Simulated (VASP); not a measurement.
Set up this calculation in VASP 6.6.1, as the native input.

* Task: single point
* Functional: LDA
* Potentials or basis: VASP PAW LDA potentials, release 64 (Ge_d)
* Cutoff: 520 eV
* k mesh: 11 × 11 × 6
* Occupations: fermi-dirac, width 0.1 eV
* Spin: no spin polarisation
* Dipole correction: no
* Further INCAR settings: ALGO = Normal; EDIFF = 1e-06; NBANDS = 21

The structure of Ge lies in POSCAR:

```
Ge
1.0
    1.5076348903     -2.6288345735      0.0000000000
    1.5076348903      2.6288345735      0.0000000000
    0.0000000000      0.0000000000      4.7898083449
Ge
2
Direct
    0.6665530000      0.3334470000      0.2500000000
    0.3334470000      0.6665530000      0.7500000000
```

These files were run (other wordings do the same):

INCAR

```
SYSTEM = Ge
  ALGO = Normal
  EDIFF = 1E-6
  ENCUT = 520
  GGA = CA
  ISIF = 2
  ISMEAR = -1
  LASPH = .TRUE.
  LCHARG = .FALSE.
  LREAL = .FALSE.
  LWAVE = .FALSE.
  NBANDS = 21
  NELM = 60
  PREC = Accurate
  SIGMA = 0.1
```

KPOINTS

```
k-points
0
G
  11 11 6
  0 0 0
```

Potentials or basis: VASP PAW LDA potentials, release 64 (Ge_d).

The run is started by

```console
$ cat potpaw_LDA.64/Ge_d/POTCAR > POTCAR
$ mpirun -np 1 vasp_std > vasp.out
```

It gave:

```json
{
  "Pressure": "-3.8 GPa",
  "Largest force": "0.004 eV/Å",
  "Band gap on the k mesh": "zero (band 14 reaches 12.76 eV, above the bottom of band 15 at 3.91 eV)"
}
```

Run time: 23 s on 1 thread of Intel(R) Xeon(R) 6975P-C (Granite Rapids), on a shared host, peak memory 0.2 GiB.
